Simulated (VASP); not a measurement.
# BaZrO3 (Pm-3m) in VASP: vibrations by perturbation theory with LDA

Aim: the vibrations by perturbation theory of BaZrO3 with LDA.

Program: VASP 6.6.1. These are calculated values, not measurements. Logs are shortened: lines on timing, memory, paths and dates and some standing lists are left out, and cuts for length are marked.

### 1 The cell of the first run

It takes space group Pm-3m (No. 221, cubic). Conventional cell: a = 4.164 Å, b = 4.164 Å, c = 4.164 Å, α = 90.00°, β = 90.00°, γ = 90.00°. Within 3.9 Å of Ba (site symmetry m-3m) lie 12 O at 2.94 Å and 8 Zr at 3.61 Å. Within 2.8 Å of Zr (site symmetry m-3m) lie 6 O at 2.08 Å. O (site symmetry 4/mmm) has 2 Zr at 2.08 Å within 2.8 Å.

### 2 Vibrations by perturbation theory, LDA

Contents of INCAR:

```
PREC = Accurate
ENCUT = 520
EDIFF = 1E-8
ISMEAR = 0
SIGMA = 0.01
LREAL = False
LASPH = True
NELM = 100
ALGO = Normal
ISIF = 2
LWAVE = False
LCHARG = True
GGA = CA
NBANDS = 28
IBRION = 8
NSW = 1
```

Contents of KPOINTS:

```
regular mesh
0
Gamma
  4 4 4
```

Contents of POSCAR:

```
BaZrO3
1.0
    4.1638072673      0.0000000000      0.0000000000
    0.0000000000      4.1638072673      0.0000000000
    0.0000000000      0.0000000000      4.1638072673
Ba Zr O
1 1 3
Direct
    0.0000000000      0.0000000000      0.0000000000
    0.5000000000      0.5000000000      0.5000000000
    0.0000000000      0.5000000000      0.5000000000
    0.5000000000      0.0000000000      0.5000000000
    0.5000000000      0.5000000000      0.0000000000
```

Potentials or basis: VASP PAW LDA potentials, release 64 (Ba_sv, Zr_sv, O).

Launch:

```bash
> cat potpaw_LDA.64/Ba_sv/POTCAR potpaw_LDA.64/Zr_sv/POTCAR potpaw_LDA.64/O/POTCAR > POTCAR
> mpirun -np 1 vasp_std > vasp.out
```

OUTCAR:

```text
PREC = Accurate
   ENCUT = 520
   EDIFF = 1E-8
   ISMEAR = 0
   LREAL = False
   LASPH = True
   NELM = 100
   ISIF = 2
   GGA = CA
   IBRION = 8
   NSW = 1

 ion  position               nearest neighbor table
   1  0.000  0.000  0.000-   3 2.94   4 2.94   5 2.94   3 2.94   4 2.94   3 2.94   5 2.94   3 2.94
                             4 2.94   5 2.94   4 2.94   5 2.94   2 3.61   2 3.61   2 3.61   2 3.61
   2  0.500  0.500  0.500-   3 2.08   4 2.08   5 2.08   5 2.08   4 2.08   3 2.08   1 3.61   1 3.61
                             1 3.61   1 3.61   1 3.61   1 3.61   1 3.61   1 3.61
   3  0.000  0.500  0.500-   2 2.08   2 2.08   1 2.94   1 2.94   1 2.94   1 2.94
   4  0.500  0.000  0.500-   2 2.08   2 2.08   1 2.94   1 2.94   1 2.94   1 2.94
   5  0.500  0.500  0.000-   2 2.08   2 2.08   1 2.94   1 2.94   1 2.94   1 2.94

  LATTYP: Found a simple cubic cell.
 ALAT       =     4.1638072673

  Lattice vectors:

 A1 = (   4.1638072673,   0.0000000000,   0.0000000000)
 A2 = (   0.0000000000,   4.1638072673,   0.0000000000)
 A3 = (   0.0000000000,   0.0000000000,   4.1638072673)

Analysis of symmetry for initial positions (statically):
=====================================================================
 Subroutine PRICEL returns:
 Original cell was already a primitive cell.

 Routine SETGRP: Setting up the symmetry group for a
 simple cubic supercell.

 Subroutine GETGRP returns: Found 48 space group operations
 (whereof 48 operations were pure point group operations)
 out of a pool of 48 trial point group operations.

The static configuration has the point symmetry O_h .

Analysis of symmetry for dynamics (positions and initial velocities):
=====================================================================
 Subroutine PRICEL returns:
 Original cell was already a primitive cell.

 Routine SETGRP: Setting up the symmetry group for a
 simple cubic supercell.

 Subroutine GETGRP returns: Found 48 space group operations
 (whereof 48 operations were pure point group operations)
 out of a pool of 48 trial point group operations.

The dynamic configuration has the point symmetry O_h .

 Subroutine INISYM returns: Found 48 space group operations
 (whereof 48 operations are pure point group operations),
 and found     1 'primitive' translations

----------------------------------------------------------------------------------------

                                     Primitive cell

  volume of cell :      72.1891

  direct lattice vectors                    reciprocal lattice vectors
     4.163807267  0.000000000  0.000000000     0.240164815  0.000000000  0.000000000
     0.000000000  4.163807267  0.000000000     0.000000000  0.240164815  0.000000000
     0.000000000  0.000000000  4.163807267     0.000000000  0.000000000  0.240164815

  length of vectors
     4.163807267  4.163807267  4.163807267     0.240164815  0.240164815  0.240164815

  position of ions in fractional coordinates (direct lattice)
     0.000000000  0.000000000  0.000000000
     0.500000000  0.500000000  0.500000000
     0.000000000  0.500000000  0.500000000
     0.500000000  0.000000000  0.500000000
     0.500000000  0.500000000  0.000000000

  ion indices of the primitive-cell ions
   primitive index   ion index
                 1           1
                 2           2
                 3           3
                 4           4
                 5           5

----------------------------------------------------------------------------------------

 KPOINTS: regular mesh

Automatic generation of k-mesh.
 Grid dimensions read from file:
 generate k-points for:    4    4    4
[... 86 lines left out ...]
   NGX = 15   NGY = 15   NGZ = 15

--------------------------------------- Ionic step        1  -------------------------------------------

 number of electron      40.0000011 magnetization

 Free energy of the ion-electron system (eV)
  ---------------------------------------------------
  ext. energy  EPLUGINS =         0.00000000
  ---------------------------------------------------
  free energy    TOTEN  =       -45.73056066 eV

  energy without entropy =      -45.73056066  energy(sigma->0) =      -45.73056066

 E-fermi :   3.6969     XC(G=0): -11.3355

 val. band max:        3.6179243261   @ k =   0.5000   0.5000   0.5000
 cond. band min:       6.7205332320   @ k =   0.0000   0.0000   0.0000
 fundamental gap:      3.1026089059
 Fermi energy:         3.6968710420

 k-point     1 :       0.0000    0.0000    0.0000
  band No.  band energies     occupation
      1     -42.9325      2.00000
      2     -21.4605      2.00000
      3     -21.2985      2.00000
      4     -21.2985      2.00000
      5     -21.2985      2.00000
      6     -12.4734      2.00000
[... 299 lines left out ...]
     27      12.9207      0.00000
     28      12.9207      0.00000

------------------------ aborting loop because EDIFF is reached ----------------------------------------

  FORCE on cell =-STRESS in cart. coord.  units (eV):
  Direction    XX          YY          ZZ          XY          YZ          ZX
  --------------------------------------------------------------------------------------
  -------------------------------------------------------------------------------------
  Total       -0.2441802     -0.2441802     -0.2441802      0.0000000     -0.0000000      0.0000000
  in kB       -5.4193746     -5.4193746     -5.4193746      0.0000000     -0.0000000      0.0000000
  external PRESSURE =      -5.4193746 kB  Pullay stress =       0.0000000 kB

 VOLUME and BASIS-vectors are now :
 -----------------------------------------------------------------------------
  energy-cutoff  :      520.00
  volume of cell :       72.19
      direct lattice vectors                 reciprocal lattice vectors
     4.163807267  0.000000000  0.000000000     0.240164815  0.000000000  0.000000000
     0.000000000  4.163807267  0.000000000     0.000000000  0.240164815  0.000000000
     0.000000000  0.000000000  4.163807267     0.000000000  0.000000000  0.240164815

 POSITION                                       TOTAL-FORCE (eV/Angst)
 -----------------------------------------------------------------------------------
      0.00000      0.00000      0.00000         0.000000      0.000000      0.000000
      2.08190      2.08190      2.08190         0.000000      0.000000      0.000000
      0.00000      2.08190      2.08190         0.000000      0.000000      0.000000
      2.08190      0.00000      2.08190         0.000000      0.000000      0.000000
      2.08190      2.08190      0.00000         0.000000      0.000000      0.000000
 -----------------------------------------------------------------------------------
    total drift:                                0.000000     -0.000000     -0.000000

  FREE ENERGIE OF THE ION-ELECTRON SYSTEM (eV)
  ---------------------------------------------------
  free  energy   TOTEN  =       -45.7305606642 eV

  energy  without entropy=      -45.7305606642  energy(sigma->0) =      -45.73056066

[... ionic steps 2 to 9 ...]

--------------------------------------- Ionic step       10  -------------------------------------------

------------------------ aborting loop because EDIFF is reached ----------------------------------------

--------------------------------------- Ionic step       11  -------------------------------------------

 Free energy of the ion-electron system (eV)
  ---------------------------------------------------
  ---------------------------------------------------
  free energy    TOTEN  =        -0.36280452 eV

  energy without entropy =       -0.36280452

------------------------ aborting loop because EDIFF is reached ----------------------------------------

 INTERNAL STRAIN TENSOR  FOR ION    3  DIRECTION 2   (eV/Angst):
 -----------------------------------------------------------------------------
    -0.04966  0.00000  0.00000
     0.00000  0.04445  0.00000
     0.00000  0.00000  0.00155

 INTERNAL STRAIN TENSOR FOR ION    5 for displacements in x,y,z  (eV/Angst):
          X           Y           Z          XY          YZ          ZX
  --------------------------------------------------------------------------------
  x     0.00000     0.00000     0.00000     0.00000     0.00000     0.00000
  y     0.00000     0.00000     0.00000     0.00000     0.00000     0.00000
  z     0.00000     0.00000     0.00000     0.00000     0.00000     0.00000

 SECOND DERIVATIVES (NOT SYMMETRIZED)
 ------------------------------------
               1X          1Y          1Z          2X          2Y          2Z          3X          3Y          3Z          4X          4Y          4Z          5X          5Y          5Z
  1X    -3.801346   -0.000000   -0.000000    3.630175    0.000000    0.000000    1.192586   -0.000000   -0.000000   -0.510707   -0.000000   -0.000000   -0.510707    0.000000   -0.000000
  1Y    -0.000000   -3.801346    0.000000    0.000000    3.630175    0.000000   -0.000000   -0.510707   -0.000000   -0.000000    1.192586   -0.000000   -0.000000   -0.510707   -0.000000
  1Z    -0.000000   -0.000000   -3.801346    0.000000   -0.000000    3.630175   -0.000000    0.000000   -0.510707    0.000000   -0.000000   -0.510707   -0.000000   -0.000000    1.192586
  2X     3.626987    0.000000    0.000000   -8.872431   -0.000000    0.000000    5.511897   -0.000000    0.000000   -0.133226   -0.000000    0.000000   -0.133226   -0.000000    0.000000
  2Y     0.000000    3.626987   -0.000000    0.000000   -8.872431    0.000000   -0.000000   -0.133226   -0.000000   -0.000000    5.511897   -0.000000   -0.000000   -0.133226   -0.000000
  2Z     0.000000    0.000000    3.626987   -0.000000   -0.000000   -8.872431   -0.000000   -0.000000   -0.133226   -0.000000   -0.000000   -0.133226   -0.000000   -0.000000    5.511897
  3X     1.194806    0.000000   -0.000000    5.509424   -0.000000   -0.000000  -13.562527    0.000000   -0.000000    3.429148   -0.000000   -0.000000    3.429148   -0.000000    0.000000
  3Y     0.000000   -0.511750    0.000000    0.000000   -0.139971    0.000000    0.000000   -2.209188    0.000000    0.000000    3.422129    0.000000    0.000000   -0.561219    0.000000
  3Z     0.000000    0.000000   -0.511750    0.000000    0.000000   -0.139971    0.000000    0.000000   -2.209188    0.000000    0.000000   -0.561219    0.000000    0.000000    3.422129
  4X    -0.511750    0.000000    0.000000   -0.139971    0.000000    0.000000    3.422129    0.000000    0.000000   -2.209188    0.000000    0.000000   -0.561219    0.000000    0.000000
  4Y     0.000000    1.194806   -0.000000    0.000000    5.509424   -0.000000   -0.000000    3.429148   -0.000000    0.000000  -13.562527   -0.000000   -0.000000    3.429148    0.000000
  4Z     0.000000    0.000000   -0.511750    0.000000    0.000000   -0.139971    0.000000    0.000000   -0.561219    0.000000    0.000000   -2.209188    0.000000    0.000000    3.422129
  5X    -0.511750    0.000000    0.000000   -0.139971    0.000000    0.000000    3.422129    0.000000    0.000000   -0.561219    0.000000    0.000000   -2.209188    0.000000    0.000000
  5Y     0.000000   -0.511750    0.000000    0.000000   -0.139971    0.000000    0.000000   -0.561219    0.000000    0.000000    3.422129    0.000000    0.000000   -2.209188    0.000000
  5Z     0.000000    0.000000    1.194806    0.000000    0.000000    5.509424   -0.000000    0.000000    3.429148   -0.000000    0.000000    3.429148    0.000000    0.000000  -13.562527

 Eigenvectors and eigenvalues of the dynamical matrix
 ----------------------------------------------------

   1 f  =   15.517907 THz    97.501887 2PiTHz  517.621668 cm-1    64.176879 meV
             X         Y         Z           dx          dy          dz
      0.000000  0.000000  0.000000    -0.000533   -0.025060    0.000000
      2.081904  2.081904  2.081904    -0.003218   -0.151340    0.000000
      0.000000  2.081904  2.081904     0.019676   -0.244918   -0.000000
      2.081904  0.000000  2.081904    -0.005209    0.925228    0.000000
      2.081904  2.081904  0.000000    -0.005209   -0.244918    0.000000
[... 105 lines left out ...]
  15 f/i=    0.007896 THz     0.049610 2PiTHz    0.263374 cm-1     0.032654 meV
             X         Y         Z           dx          dy          dz
      0.000000  0.000000  0.000000     0.057101   -0.055067    0.699197
      2.081904  2.081904  2.081904     0.046597   -0.044937    0.570574
      0.000000  2.081904  2.081904     0.019559   -0.018927    0.240315
      2.081904  0.000000  2.081904     0.019626   -0.018862    0.240315
      2.081904  2.081904  0.000000     0.019626   -0.018927    0.239495

--------------------------------------------------------------------------------------------------------

 ELASTIC MODULI CONTR FROM IONIC RELAXATION (kBar)
 Direction    XX          YY          ZZ          XY          YZ          ZX
 --------------------------------------------------------------------------------
 XX           0.0000      0.0000      0.0000      0.0000      0.0000      0.0000
 YY           0.0000      0.0000      0.0000      0.0000      0.0000      0.0000
 ZZ           0.0000      0.0000      0.0000      0.0000      0.0000      0.0000
 XY           0.0000      0.0000      0.0000      0.0000      0.0000      0.0000
 YZ           0.0000      0.0000      0.0000      0.0000      0.0000      0.0000
 ZX           0.0000      0.0000      0.0000      0.0000      0.0000      0.0000
 --------------------------------------------------------------------------------
```

It took 2.6 min on 1 thread of Intel Xeon 6975P-C (Granite Rapids), shared host; peak memory 0.29 GiB.

Results:

```
Highest phonon frequency at Γ, LO-TO splitting left out : 518 cm⁻¹
```

Phonon frequencies in cm⁻¹ (negative: imaginary):
| q point | frequencies |
| --- | --- |
| (0.000, 0.000, 0.000) | 0 0 0 99 99 99 167 167 167 184 184 184 518 518 518 |

Caveat: the k points lie up to 0.38 Å⁻¹ apart; spin-orbit coupling is left out, which moves the levels of the heavy elements.
